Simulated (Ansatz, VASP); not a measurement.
# AlN in VASP and in Ansatz

```
Al N
1.0
     0.08575    2.15695    2.15695
     2.15695    0.08575    2.15695
     2.15695    2.15695    0.08575
Al N
1 1
Direct
  0.50000 0.50000 0.50000
  0.00000 0.00000 0.00000
```

Alike in both runs: task single point; functional PBE; k mesh 10 × 10 × 10; occupations gaussian, width 0.05 eV; no spin polarisation.

|  | VASP | Ansatz |
| --- | --- | --- |
| version | VASP 6.6.1 | Ansatz 0.2.0 |
| potentials or method | VASP PAW PBE potentials, release 64 (Al, N), cutoff 520 eV | scalar-relativistic, plane waves, PAW |
| valence electrons in the cell | 8 | 8 |

|  | VASP | Ansatz | Ansatz less VASP |
| --- | --- | --- | --- |
| gap on the k mesh at the Fermi level (eV) | 2.95 | 2.97 | +0.014 |
| least direct gap on the mesh (eV) | 3.45 | 3.45 | -0.004 |
| pressure (GPa) | -22.5 | -22.3 | +0.13 |
| traceless stress, the component that is largest in VASP (GPa) | -11.07 | -11.06 | +0.007 |

The functional is the same, so the differences come from potentials, cutoffs and numerics.
